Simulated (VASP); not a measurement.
# CaO (P-6m2) in VASP: notebook

Runs on CaO. Level: PBE. Tasks: single point, relaxation of cell and atoms.

Program: VASP 6.6.1. These are calculated values, not measurements. Logs are shortened: lines on timing, memory, paths and dates and some standing lists are left out, and cuts for length are marked.

### 1 The cell of the first run

It takes space group P-6m2 (No. 187, hexagonal). The conventional cell has a = 3.157 Å, b = 3.157 Å, c = 3.074 Å, α = 90.00°, β = 90.00°, γ = 120.00°. Within 3.1 Å of Ca (site symmetry -6m2) lie 6 O at 2.38 Å and 2 Ca at 3.07 Å. Within 3.1 Å of O (site symmetry -6m2) lie 6 Ca at 2.38 Å and 2 O at 3.07 Å.

### 2 Single point, PBE

Contents of INCAR:

```
PREC     = Accurate       # precision mode
ENCUT    = 520            # plane-wave cutoff, eV
EDIFF    = 1E-6           # SCF threshold, eV
ISMEAR   = 0              # smearing method
SIGMA    = 0.1            # smearing width, eV
LREAL    = False          # projectors in reciprocal space
LASPH    = True           # aspherical terms in the spheres
NELM     = 60             # most SCF steps
ALGO     = Normal         # electronic algorithm
ISIF     = 2              # what is computed and relaxed
LWAVE    = False          # write WAVECAR
LCHARG   = True           # write CHGCAR
GGA      = PE             # functional
LELF     = True           # ELF
LVHAR    = True         
NBANDS   = 15             # bands
```

Contents of KPOINTS:

```
regular mesh
0
Gamma
  6 6 6
```

Contents of POSCAR:

```
CaO
1.0
    3.1570786000      0.0000000000      0.0000000000
   -1.5785393000      2.7341102700      0.0000000000
    0.0000000000      0.0000000000      3.0736291200
Ca O
1 1
Direct
    0.3333333300      0.6666666700      0.5000000000
    0.6666666700      0.3333333300      0.0000000000
```

Potentials or basis: VASP PAW PBE potentials, release 64 (Ca_sv, O).

Command:

```bash
$ cat potpaw_PBE.64/Ca_sv/POTCAR potpaw_PBE.64/O/POTCAR > POTCAR
$ mpirun -np 1 vasp_std > vasp.out
```

OUTCAR:

```text
PREC = Accurate
   ENCUT = 520
   EDIFF = 1E-6
   ISMEAR = 0
   LREAL = False
   LASPH = True
   NELM = 60
   ISIF = 2
   GGA = PE

 ion  position               nearest neighbor table
   1  0.333  0.667  0.500-   2 2.38   2 2.38   2 2.38   2 2.38   2 2.38   2 2.38
   2  0.667  0.333  0.000-   1 2.38   1 2.38   1 2.38   1 2.38   1 2.38   1 2.38

  LATTYP: Found a hexagonal cell.
 ALAT       =     3.1570786000
 C/A-ratio  =     0.9735675000

  Lattice vectors:

 A1 = (   3.1570786000,   0.0000000000,   0.0000000000)
 A2 = (  -1.5785393000,   2.7341102700,   0.0000000000)
 A3 = (   0.0000000000,   0.0000000000,   3.0736291200)

Analysis of symmetry for initial positions (statically):
=====================================================================
 Subroutine PRICEL returns:
 Original cell was already a primitive cell.

 Routine SETGRP: Setting up the symmetry group for a
 hexagonal supercell.

 Subroutine GETGRP returns: Found 12 space group operations
 (whereof 12 operations were pure point group operations)
 out of a pool of 24 trial point group operations.

The static configuration has the point symmetry D_3h.

Analysis of symmetry for dynamics (positions and initial velocities):
=====================================================================
 Subroutine PRICEL returns:
 Original cell was already a primitive cell.

 Routine SETGRP: Setting up the symmetry group for a
 hexagonal supercell.

 Subroutine GETGRP returns: Found 12 space group operations
 (whereof 12 operations were pure point group operations)
 out of a pool of 24 trial point group operations.

The dynamic configuration has the point symmetry D_3h.

 Subroutine INISYM returns: Found 12 space group operations
 (whereof 12 operations are pure point group operations),
 and found     1 'primitive' translations

----------------------------------------------------------------------------------------

                                     Primitive cell

  volume of cell :      26.5310

  direct lattice vectors                    reciprocal lattice vectors
     3.157078600  0.000000000  0.000000000     0.316748528  0.182874848  0.000000000
    -1.578539300  2.734110270  0.000000000     0.000000000  0.365749696  0.000000000
     0.000000000  0.000000000  3.073629120     0.000000000  0.000000000  0.325348297

  length of vectors
     3.157078600  3.157078601  3.073629120     0.365749696  0.365749696  0.325348297

  position of ions in fractional coordinates (direct lattice)
     0.333333330  0.666666670  0.500000000
     0.666666670  0.333333330  0.000000000

  ion indices of the primitive-cell ions
   primitive index   ion index
                 1           1
                 2           2

----------------------------------------------------------------------------------------

 KPOINTS: regular mesh

Automatic generation of k-mesh.
 Grid dimensions read from file:
 generate k-points for:    6    6    6

 Generating k-lattice:

  Cartesian coordinates                     Fractional coordinates (reciprocal lattice)
     0.052791421  0.030479141  0.000000000     0.166666667 -0.000000000  0.000000000
     0.000000000  0.060958283  0.000000000     0.000000000  0.166666667  0.000000000
     0.000000000  0.000000000  0.054224716     0.000000000  0.000000000  0.166666667

  Length of vectors
     0.060958283  0.060958283  0.054224716

  Shift w.r.t. Gamma in fractional coordinates (k-lattice)
     0.000000000  0.000000000  0.000000000

 Subroutine IBZKPT returns following result:
 ===========================================

 Found     28 irreducible k-points:

 Following reciprocal coordinates:
            Coordinates               Weight
  0.000000  0.000000  0.000000      1.000000
  0.166667 -0.000000  0.000000      6.000000
  0.333333  0.000000  0.000000      6.000000
  0.500000  0.000000  0.000000      3.000000
  0.166667  0.166667  0.000000      6.000000
  0.333333  0.166667  0.000000     12.000000
[... 16 lines left out ...]
  0.166667 -0.000000  0.500000      6.000000
  0.333333  0.000000  0.500000      6.000000
 [... further k-points ...]
   k-points           NKPTS =     28   k-points in BZ     NKDIM =     28   number of bands    NBANDS=     15
   number of dos      NEDOS =    301   number of ions     NIONS =      2
   total plane-waves  NPLWV =  13824
   dimension x,y,z NGX =    24 NGY =   24 NGZ =   24
   dimension x,y,z NGXF=    48 NGYF=   48 NGZF=   48
   ions per type =               1   1
   NGX,Y,Z   is equivalent  to a cutoff of  12.64, 12.64, 12.98 a.u.
   NGXF,Y,Z  is equivalent  to a cutoff of  25.28, 25.28, 25.96 a.u.
 SYSTEM =  unknown system
   PREC   = accura    normal or accurate (medium, high low for compatibility)
   ISTART =      0    job   : 0-new  1-cont  2-samecut
   ICHARG =      2    charge: 1-file 2-atom 10-const
   ISPIN  =      1    spin polarized calculation?
   LNONCOLLINEAR =      F non collinear calculations
   LSORBIT =      F    spin-orbit coupling
   LASPH  =      T    aspherical Exc in radial PAW
   ENCUT  =  520.0 eV  38.22 Ry    6.18 a.u.   5.87  5.87  5.71*2*pi/ulx,y,z
   NELM   =     60;   NELMIN=  2; NELMDL= -5     # of ELM steps
   EDIFF  = 0.1E-05   stopping-criterion for ELM
   LREAL  =      F    real-space projection
   EDIFFG = 0.1E-04   stopping-criterion for IOM
   NSW    =      0    number of steps for IOM
   IBRION =     -1    ionic relax: 0-MD 1-quasi-New 2-CG
   NFREE  =      0    steps in history (QN), initial steepest desc. (CG)
   ISIF   =      2    stress and relaxation
   ISYM   =      2    0-nonsym 1-usesym 2-fastsym
   POTIM  = 0.5000    time-step for ionic-motion
   TEBEG  =    0.0;   TEEND  =   0.0 temperature during run
   PSTRESS=    0.0 pullay stress
   NELECT =      16.0000    total number of electrons
   NUPDOWN=      -1.0000    fix difference up-down
   EMIN   =  10.00;   EMAX   =-10.00  energy-range for DOS
   EFERMI =   0.00;   METHOD = LEGACY
   ISMEAR =     0;   SIGMA  =   0.10  broadening in eV -4-tet -1-fermi 0-gaus
   EFERMI_NEDOS =   21; number of points for ismear=-14 and -15
   IALGO  =     38    algorithm
   IMIX   =      4    mixing-type and parameters
     AMIX     =   0.40;   BMIX     =  1.00
     AMIX_MAG =   1.60;   BMIX_MAG =  1.00
  volume/ion in A,a.u.               =      13.27        89.52
  Fermi-wavevector in a.u.,A,eV,Ry     =   1.383133  2.613742 26.028710  1.913056
  Thomas-Fermi vector in A             =   2.507759
   LORBIT       =      0    0 simple, 1 ext, 2 COOP (PROOUT), +10 PAW based schemes
   GGA     = PE    functional components
   LHFCALC =     F    Hartree Fock is set to
   AEXX    =    0.0000 exact exchange contribution
   IVDW    =     0    specifies the selected vdW correction
   LEPSILON=     F    determine dielectric tensor
   LRPA    =     F    only Hartree local field effects (RPA)
 non-spin polarized calculation
 Gauss-broadening in eV      SIGMA  =   0.10
  energy-cutoff  :      520.00
  volume of cell :       26.53
 maximum number of plane-waves:       724
 NGX is ok and might be reduce to    24
   NGX = 11   NGY = 11   NGZ = 11

 number of electron      15.9999998 magnetization

 Free energy of the ion-electron system (eV)
  ---------------------------------------------------
  ext. energy  EPLUGINS =         0.00000000
  ---------------------------------------------------
  free energy    TOTEN  =       -12.18586824 eV

  energy without entropy =      -12.18586824  energy(sigma->0) =      -12.18586824

 E-fermi :   3.3229     XC(G=0): -10.6885

 val. band max:        2.8229268927   @ k =   0.0000   0.0000   0.0000
 cond. band min:       6.2415525870   @ k =   0.0000   0.0000   0.0000
 fundamental gap:      3.4186256943
 Fermi energy:         3.3229058226

 k-point     1 :       0.0000    0.0000    0.0000
  band No.  band energies     occupation
      1     -35.1981      2.00000
      2     -15.8747      2.00000
      3     -15.8747      2.00000
      4     -15.7933      2.00000
      5     -12.8260      2.00000
      6       2.5152      2.00000
      7       2.5152      2.00000
      8       2.8229      2.00000
      9       6.2416      0.00000
     10       8.2711      0.00000
     11      10.5020      0.00000
     12      10.5020      0.00000
     13      12.0300      0.00000
     14      12.0300      0.00000
     15      19.6756      0.00000

 k-point     2 :       0.1667   -0.0000    0.0000
  band No.  band energies     occupation
      1     -35.1607      2.00000
      2     -16.2540      2.00000
      3     -15.9274      2.00000
      4     -15.7569      2.00000
      5     -12.5004      2.00000
      6       1.7473      2.00000
      7       2.5805      2.00000
      8       2.6394      2.00000
      9       6.7919      0.00000
     10       9.3271      0.00000
     11      10.0034      0.00000
     12      10.8552      0.00000
     13      11.8867      0.00000
     14      12.0228      0.00000
     15      19.3979      0.00000

 k-point     3 :       0.3333    0.0000    0.0000
  band No.  band energies     occupation
      1     -35.0847      2.00000
      2     -16.8686      2.00000
      3     -16.0310      2.00000
      4     -15.6833      2.00000
      5     -11.9907      2.00000
      6       0.7238      2.00000
      7       2.2954      2.00000
      8       2.6807      2.00000
      9       7.0706      0.00000
     10      10.0163      0.00000
     11      11.3951      0.00000
     12      11.6157      0.00000
     13      11.7775      0.00000
     14      11.8787      0.00000
     15      18.6898      0.00000
[... 343 lines left out ...]
 k-point    23 :       0.1667   -0.0000    0.5000
  band No.  band energies     occupation
      1     -35.0602      2.00000
      2     -16.9973      2.00000
      3     -16.0195      2.00000
      4     -15.8414      2.00000
      5     -11.6026      2.00000
      6       0.2875      2.00000
      7       2.3561      2.00000
      8       2.5196      2.00000
      9       8.1809      0.00000
     10       9.9041      0.00000
     11      10.1887      0.00000
     12      10.7613      0.00000
     13      11.4313      0.00000
     14      14.3790      0.00000
     15      15.8492      0.00000

 k-point    24 :       0.3333    0.0000    0.5000
  band No.  band energies     occupation
      1     -34.9924      2.00000
      2     -16.6468      2.00000
      3     -16.4443      2.00000
      4     -15.9316      2.00000
      5     -11.9920      2.00000
      6       0.8121      2.00000
      7       1.5624      2.00000
      8       2.0975      2.00000
      9       7.8531      0.00000
     10       9.9990      0.00000
     11      11.4152      0.00000
     12      12.1009      0.00000
     13      12.1191      0.00000
     14      15.9108      0.00000
     15      16.8114      0.00000

 [... further k-points ...]
[... 5 lines left out ...]
  --------------------------------------------------------------------------------------
  -------------------------------------------------------------------------------------
  Total        2.2582353      2.2582353     -1.1854647      0.0000000     -0.0000000      0.0000000
  in kB      136.3725289    136.3725290    -71.5890040      0.0000000     -0.0000000      0.0000000
  external PRESSURE =      67.0520180 kB  Pullay stress =       0.0000000 kB

 VOLUME and BASIS-vectors are now :
 -----------------------------------------------------------------------------
  energy-cutoff  :      520.00
  volume of cell :       26.53
      direct lattice vectors                 reciprocal lattice vectors
     3.157078600  0.000000000  0.000000000     0.316748528  0.182874848  0.000000000
    -1.578539300  2.734110270  0.000000000     0.000000000  0.365749696  0.000000000
     0.000000000  0.000000000  3.073629120     0.000000000  0.000000000  0.325348297

 POSITION                                       TOTAL-FORCE (eV/Angst)
 -----------------------------------------------------------------------------------
     -0.00000      1.82274      1.53681        -0.000000     -0.000000      0.000000
      1.57854      0.91137      0.00000         0.000000      0.000000      0.000000
 -----------------------------------------------------------------------------------
    total drift:                               -0.000007      0.000004     -0.000000

  FREE ENERGIE OF THE ION-ELECTRON SYSTEM (eV)
  ---------------------------------------------------
  free  energy   TOTEN  =       -12.1858682436 eV

  energy  without entropy=      -12.1858682436  energy(sigma->0) =      -12.18586824
```

Wall time 9.9 s (1 thread of Intel Xeon Platinum 8259CL at 2.50GHz (Skylake/Cascade Lake), shared host); peak memory 0.14 GiB.

Results:

| Quantity | Value |
| --- | --- |
| Free energy | -12.1859 eV |
| Pressure | 6.7 GPa |
| Band gap on the k mesh | 3.42 eV, direct |

Stress tensor (GPa, compression positive):
```
13.64  0.00  0.00
 0.00 13.64  0.00
 0.00  0.00 -7.16
```

(Part 1 of 2 ends here.)
